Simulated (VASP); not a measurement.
# Cl (Cmce) in VASP: notebook

Runs on Cl. Level: PBE. Tasks: single point.

All numbers are computed with VASP 6.6.1; they aren't measurements. Logs are shortened: lines on timing, memory, paths and dates and some standing lists are left out, and cuts for length are marked.

### 1 The cell of the first run

The structure is orthorhombic, space group Cmce (No. 64). Conventional cell: a = 5.932 Å, b = 3.810 Å, c = 8.352 Å, α = 90.00°, β = 90.00°, γ = 90.00°. Within 2.7 Å of Cl (site symmetry m) lie 1 Cl at 2.01 Å.

### 2 Single point, PBE (epitaxial xy strain -5.1%)

INCAR reads:

```
PREC     = Accurate       # precision mode
ENCUT    = 520            # plane-wave cutoff, eV
EDIFF    = 1E-6           # SCF threshold, eV
ISMEAR   = -1             # smearing method
SIGMA    = 0.02           # smearing width, eV
LREAL    = F              # projectors in reciprocal space
LASPH    = T              # aspherical terms in the spheres
NELM     = 60             # most SCF steps
ALGO     = Normal         # electronic algorithm
ISIF     = 2              # what is computed and relaxed
LWAVE    = F              # write WAVECAR
LCHARG   = F              # write CHGCAR
GGA      = PE             # functional
NBANDS   = 22             # bands
```

KPOINTS reads:

```
regular mesh
0
Gamma
  8 8 4
```

POSCAR reads:

```
Cl
1.0
    2.9658496339     -1.9048755971      0.0000000000
    2.9658496339      1.9048755971      0.0000000000
    0.0000000000      0.0000000000      8.3518635775
Cl
4
Direct
    0.8802850066      0.1197149934      0.6074849329
    0.1197149934      0.8802850066      0.3925150671
    0.6197149934      0.3802850066      0.1074849329
    0.3802850066      0.6197149934      0.8925150671
```

Potentials or basis: VASP PAW PBE potentials, release 64 (Cl).

On the command line:

```sh
cat potpaw_PBE.64/Cl/POTCAR > POTCAR
mpirun -np 1 vasp_std > vasp.out
```

OUTCAR:

```text
PREC = Accurate
   ENCUT = 520
   EDIFF = 1E-6
   ISMEAR = -1
   LREAL = F
   LASPH = T
   NELM = 60
   ISIF = 2
   GGA = PE

 ion  position               nearest neighbor table
   1  0.880  0.120  0.607-   2 2.01
   2  0.120  0.880  0.393-   1 2.01
   3  0.620  0.380  0.107-   4 2.01
   4  0.380  0.620  0.893-   3 2.01

  LATTYP: Found a base centered orthorhombic cell.
 ALAT       =     3.8097511942
 B/A-ratio  =     1.5569781241
 C/A-ratio  =     2.1922333380

  Lattice vectors:

 A1 = (  -2.9658496339,  -1.9048755971,   0.0000000000)
 A2 = (   2.9658496339,  -1.9048755971,   0.0000000000)
 A3 = (   0.0000000000,   0.0000000000,   8.3518635775)

Analysis of symmetry for initial positions (statically):
=====================================================================
 Subroutine PRICEL returns:
 Original cell was already a primitive cell.

 Routine SETGRP: Setting up the symmetry group for a
 base centered orthorhombic supercell.

 Subroutine GETGRP returns: Found  8 space group operations
 (whereof  4 operations were pure point group operations)
 out of a pool of  8 trial point group operations.

The static configuration has the point symmetry C_2h.
 The point group associated with its full space group is D_2h.

Analysis of symmetry for dynamics (positions and initial velocities):
=====================================================================
 Subroutine PRICEL returns:
 Original cell was already a primitive cell.

 Routine SETGRP: Setting up the symmetry group for a
 base centered orthorhombic supercell.

 Subroutine GETGRP returns: Found  8 space group operations
 (whereof  4 operations were pure point group operations)
 out of a pool of  8 trial point group operations.

The dynamic configuration has the point symmetry C_2h.
 The point group associated with its full space group is D_2h.

 Subroutine INISYM returns: Found  8 space group operations
 (whereof  4 operations are pure point group operations),
 and found     1 'primitive' translations

----------------------------------------------------------------------------------------

                                     Primitive cell

  volume of cell :      94.3690

  direct lattice vectors                    reciprocal lattice vectors
     2.965849634 -1.904875597  0.000000000     0.168585755 -0.262484333  0.000000000
     2.965849634  1.904875597  0.000000000     0.168585755  0.262484333  0.000000000
     0.000000000  0.000000000  8.351863577     0.000000000  0.000000000  0.119733757
[... 83 lines left out ...]
   LNONCOLLINEAR =      F non collinear calculations
   LSORBIT =      F    spin-orbit coupling
   LASPH  =      T    aspherical Exc in radial PAW
   ENCUT  =  520.0 eV  38.22 Ry    6.18 a.u.   6.55  6.55 15.53*2*pi/ulx,y,z
   NELM   =     60;   NELMIN=  2; NELMDL= -5     # of ELM steps
   EDIFF  = 0.1E-05   stopping-criterion for ELM
   LREAL  =      F    real-space projection
   EDIFFG = 0.1E-04   stopping-criterion for IOM
   NSW    =      0    number of steps for IOM
   IBRION =     -1    ionic relax: 0-MD 1-quasi-New 2-CG
   NFREE  =      0    steps in history (QN), initial steepest desc. (CG)
   ISIF   =      2    stress and relaxation
   ISYM   =      2    0-nonsym 1-usesym 2-fastsym
   POTIM  = 0.5000    time-step for ionic-motion
   TEBEG  =    0.0;   TEEND  =   0.0 temperature during run
   PSTRESS=    0.0 pullay stress
   NELECT =      28.0000    total number of electrons
   NUPDOWN=      -1.0000    fix difference up-down
   EMIN   =  10.00;   EMAX   =-10.00  energy-range for DOS
   EFERMI =   0.00;   METHOD = LEGACY
   ISMEAR =    -1;   SIGMA  =   0.02  broadening in eV -4-tet -1-fermi 0-gaus
   EFERMI_NEDOS =   21; number of points for ismear=-14 and -15
   IALGO  =     38    algorithm
   IMIX   =      4    mixing-type and parameters
     AMIX     =   0.40;   BMIX     =  1.00
     AMIX_MAG =   1.60;   BMIX_MAG =  1.00
  volume/ion in A,a.u.               =      23.59       159.21
  Fermi-wavevector in a.u.,A,eV,Ry     =   1.091904  2.063399 16.221606  1.192254
  Thomas-Fermi vector in A             =   2.228159
   LORBIT       =      0    0 simple, 1 ext, 2 COOP (PROOUT), +10 PAW based schemes
   GGA     = PE    functional components
   LHFCALC =     F    Hartree Fock is set to
   AEXX    =    0.0000 exact exchange contribution
   IVDW    =     0    specifies the selected vdW correction
   LEPSILON=     F    determine dielectric tensor
   LRPA    =     F    only Hartree local field effects (RPA)
 non-spin polarized calculation
  energy-cutoff  :      520.00
  volume of cell :       94.37
 maximum number of plane-waves:      2569
 NGX is ok and might be reduce to    28
   NGX = 13   NGY = 13   NGZ = 31

 number of electron      28.0000001 magnetization

 Free energy of the ion-electron system (eV)
  ---------------------------------------------------
  ext. energy  EPLUGINS =         0.00000000
  ---------------------------------------------------
  free energy    TOTEN  =        -7.07825177 eV

  energy without entropy =       -7.07825177  energy(sigma->0) =       -7.07825177

 E-fermi :   1.7766     XC(G=0):  -8.7436

 val. band max:        1.3144398371   @ k =   0.0000   0.0000   0.0000
 cond. band min:       3.1813468493   @ k =   0.0000   0.0000   0.0000
 fundamental gap:      1.8669070121
 Fermi energy:         1.7765598072

 k-point     1 :       0.0000    0.0000    0.0000
  band No.  band energies     occupation
      1     -15.9508      2.00000
      2     -15.5881      2.00000
      3     -12.1554      2.00000
      4     -11.0714      2.00000
      5      -4.9508      2.00000
      6      -3.1404      2.00000
[... 589 lines left out ...]
     21      11.7771      0.00000
     22      12.0398      0.00000

 [... further k-points ...]
[... 5 lines left out ...]
  --------------------------------------------------------------------------------------
  -------------------------------------------------------------------------------------
  Total        2.5695622      1.9667268      0.9321350      0.0000000      0.0000000      0.0000000
  in kB       43.6255164     33.3906965     15.8256030      0.0000000      0.0000000      0.0000000
  external PRESSURE =      30.9472720 kB  Pullay stress =       0.0000000 kB

 VOLUME and BASIS-vectors are now :
 -----------------------------------------------------------------------------
  energy-cutoff  :      520.00
  volume of cell :       94.37
      direct lattice vectors                 reciprocal lattice vectors
     2.965849634 -1.904875597  0.000000000     0.168585755 -0.262484333  0.000000000
     2.965849634  1.904875597  0.000000000     0.168585755  0.262484333  0.000000000
     0.000000000  0.000000000  8.351863577     0.000000000  0.000000000  0.119733757

 POSITION                                       TOTAL-FORCE (eV/Angst)
 -----------------------------------------------------------------------------------
      2.96585     -1.44879      5.07363         0.000000     -0.004540      0.040429
      2.96585      1.44879      3.27823         0.000000      0.004540     -0.040429
      2.96585     -0.45608      0.89770         0.000000      0.004540      0.040429
      2.96585      0.45608      7.45416         0.000000     -0.004540     -0.040429
 -----------------------------------------------------------------------------------
    total drift:                                0.000000      0.000000      0.000000

  FREE ENERGIE OF THE ION-ELECTRON SYSTEM (eV)
  ---------------------------------------------------
  free  energy   TOTEN  =        -7.0782517695 eV

  energy  without entropy=       -7.0782517695  energy(sigma->0) =       -7.07825177
```

Run time: 45 s. Hardware: 1 thread of AMD EPYC 9R45 (Zen 5), shared host; peak memory 0.21 GiB.

What came out:

```yaml
Free_energy: -7.0783 eV
Pressure: 3.1 GPa
Largest_force: 0.041 eV/Å
Band_gap_on_the_k_mesh: 1.87 eV, direct
```

Forces on the atoms (eV/Å):
```
Cl   0.000 -0.005  0.040
Cl   0.000  0.005 -0.040
Cl   0.000  0.005  0.040
Cl   0.000 -0.005 -0.040
```

Levels at points of the mesh, in eV from the valence-band top:
```tsv
k point	band 12	band 13	band 14	band 15	band 16	band 17
(0.00, 0.00, 0.00)	-0.56	-0.09	0.00	1.87	3.24	7.05
(0.50, 0.00, 0.00)	-1.44	-0.40	-0.40	2.79	2.79	7.88
(0.50, 0.50, 0.00)	-1.39	-0.73	-0.71	2.01	2.94	7.92
(0.00, 0.00, 0.50)	-0.94	-0.05	-0.05	2.55	2.55	7.41
(0.50, 0.00, 0.50)	-1.07	-0.21	-0.21	2.37	2.37	8.17
(0.50, 0.50, 0.50)	-1.38	-1.18	-1.18	2.45	2.45	8.55
```

Caveat: the cell differs from its parent crystal (epitaxial xy strain -5.1%).

### 3 Single point, PBE (uniaxial y strain -5.5%)

INCAR reads:

```
SYSTEM = Cl
PREC = Accurate
ENCUT = 520
EDIFF = 1E-6
ISMEAR = -1
SIGMA = 0.02
LREAL = .False.
LASPH = .True.
NELM = 100
ALGO = Normal
ISIF = 2
LWAVE = .False.
LCHARG = .False.
GGA = PE
NBANDS = 22
```

KPOINTS reads:

```
Automatic mesh
0
Gamma
  8 8 4
  0 0 0
```

POSCAR reads:

```
Cl
1.0
    3.1252367059     -1.8976495147      0.0000000000
    3.1252367059      1.8976495147      0.0000000000
    0.0000000000      0.0000000000      8.1465601234
Cl
4
Direct
    0.8739676748      0.1260323252      0.6091078080
    0.1260323252      0.8739676748      0.3908921920
    0.6260323252      0.3739676748      0.1091078080
    0.3739676748      0.6260323252      0.8908921920
```

Potentials or basis: VASP PAW PBE potentials, release 64 (Cl).

On the command line:

```sh
cat potpaw_PBE.64/Cl/POTCAR > POTCAR
mpirun -np 1 vasp_std > vasp.out
```

OUTCAR:

```text
SYSTEM = Cl
   PREC = Accurate
   ENCUT = 520
   EDIFF = 1E-6
   ISMEAR = -1
   LREAL = .False.
   LASPH = .True.
   NELM = 100
   ISIF = 2
   GGA = PE

 ion  position               nearest neighbor table
   1  0.874  0.126  0.609-   2 2.02
   2  0.126  0.874  0.391-   1 2.02
   3  0.626  0.374  0.109-   4 2.02
   4  0.374  0.626  0.891-   3 2.02

  LATTYP: Found a base centered orthorhombic cell.
 ALAT       =     3.7952990294
 B/A-ratio  =     1.6468987986
 C/A-ratio  =     2.1464870252

[... 789 lines left out ...]
     21      11.5112      0.00000
     22      11.6722      0.00000

 [... further k-points ...]
[... 5 lines left out ...]
  --------------------------------------------------------------------------------------
  -------------------------------------------------------------------------------------
  Total        1.7018144      1.8843324      1.5395584      0.0000000     -0.0000000      0.0000000
  in kB       28.2175684     31.2438768     25.5272228      0.0000000     -0.0000000      0.0000000
  external PRESSURE =      28.3295560 kB  Pullay stress =       0.0000000 kB

 VOLUME and BASIS-vectors are now :
 -----------------------------------------------------------------------------
  energy-cutoff  :      520.00
  volume of cell :       96.63
      direct lattice vectors                 reciprocal lattice vectors
     3.125236706 -1.897649515  0.000000000     0.159987882 -0.263483850  0.000000000
     3.125236706  1.897649515  0.000000000     0.159987882  0.263483850  0.000000000
     0.000000000  0.000000000  8.146560123     0.000000000  0.000000000  0.122751196

 POSITION                                       TOTAL-FORCE (eV/Angst)
 -----------------------------------------------------------------------------------
      3.12524     -1.41932      4.96213         0.000000      0.004461      0.059045
      3.12524      1.41932      3.18443         0.000000     -0.004461     -0.059045
      3.12524     -0.47833      0.88885         0.000000     -0.004461      0.059045
      3.12524      0.47833      7.25771         0.000000      0.004461     -0.059045
 -----------------------------------------------------------------------------------
    total drift:                                0.000000     -0.000000     -0.000000

  FREE ENERGIE OF THE ION-ELECTRON SYSTEM (eV)
  ---------------------------------------------------
  free  energy   TOTEN  =        -7.1551022547 eV

  energy  without entropy=       -7.1551022547  energy(sigma->0) =       -7.15510225
```

OSZICAR:

```text
N       E                     dE             d eps       ncg     rms          rms(c)
DAV:   1     0.184992425313E+03    0.18499E+03   -0.12623E+04  2772   0.110E+03
DAV:   2     0.470036207593E+01   -0.18029E+03   -0.17416E+03  3852   0.216E+02
DAV:   3    -0.742483826913E+01   -0.12125E+02   -0.12075E+02  3596   0.628E+01
DAV:   4    -0.757614643163E+01   -0.15131E+00   -0.15124E+00  3696   0.824E+00
DAV:   5    -0.757866480147E+01   -0.25184E-02   -0.25183E-02  3584   0.104E+00    0.168E+01
DAV:   6    -0.726214246910E+01    0.31652E+00   -0.21385E-01  3498   0.266E+00    0.110E+01
DAV:   7    -0.716630049920E+01    0.95842E-01   -0.48525E-01  3498   0.386E+00    0.801E-01
DAV:   8    -0.715493118236E+01    0.11369E-01   -0.61321E-02  3252   0.150E+00    0.394E-01
DAV:   9    -0.715503031276E+01   -0.99130E-04   -0.16386E-03  3498   0.250E-01    0.958E-02
DAV:  10    -0.715510398421E+01   -0.73671E-04   -0.13267E-04  3752   0.717E-02    0.432E-02
DAV:  11    -0.715510219004E+01    0.17942E-05   -0.34469E-05  3474   0.345E-02    0.149E-02
DAV:  12    -0.715510225467E+01   -0.64628E-07   -0.37570E-06  3378   0.124E-02
   1 F= -.71551023E+01 E0= -.71551023E+01  d E =-.874555E-11
```

stdout:

```text
POSCAR found type information on POSCAR Cl
 POSCAR found :  1 types and       4 ions
 scaLAPACK will be used
 LDA part: xc-table for (Slater+PW92), standard interpolation
 POSCAR, INCAR and KPOINTS ok, starting setup
 FFT: planning ... GRIDC
 FFT: planning ... GRID_SOFT
 FFT: planning ... GRID
 WAVECAR not read
 entering main loop
```

It took 45 s on 1 thread of AMD EPYC 9R45 (Zen 5), shared host; peak memory 0.21 GiB.

Results:

```
Free energy            : -7.1551 eV
Pressure               : 2.8 GPa
Largest force          : 0.059 eV/Å
Band gap on the k mesh : 2.01 eV, direct
```

Forces on the atoms (eV/Å):
```
Cl   0.000  0.004  0.059
Cl   0.000 -0.004 -0.059
Cl   0.000 -0.004  0.059
Cl   0.000  0.004 -0.059
```

Stress tensor (GPa, compression positive):
```
2.82 0.00 0.00
0.00 3.12 0.00
0.00 0.00 2.55
```

Levels at points of the mesh, in eV from the valence-band top:
| k point | band 12 | band 13 | band 14 | band 15 | band 16 | band 17 |
| --- | --- | --- | --- | --- | --- | --- |
| (0.00, 0.00, 0.00) | -0.58 | -0.25 | 0.00 | 2.01 | 3.22 | 7.01 |
| (0.50, 0.00, 0.00) | -1.30 | -0.49 | -0.49 | 2.93 | 2.93 | 7.79 |
| (0.50, 0.50, 0.00) | -1.37 | -0.68 | -0.48 | 2.09 | 3.00 | 8.07 |
| (0.00, 0.00, 0.50) | -1.03 | -0.12 | -0.12 | 2.58 | 2.58 | 7.34 |
| (0.50, 0.00, 0.50) | -0.91 | -0.21 | -0.21 | 2.46 | 2.46 | 8.12 |
| (0.50, 0.50, 0.50) | -1.18 | -1.18 | -1.18 | 2.50 | 2.50 | 8.79 |

Caveat: the cell differs from its parent crystal (uniaxial y strain -5.5%). A k mesh can miss the band edges.
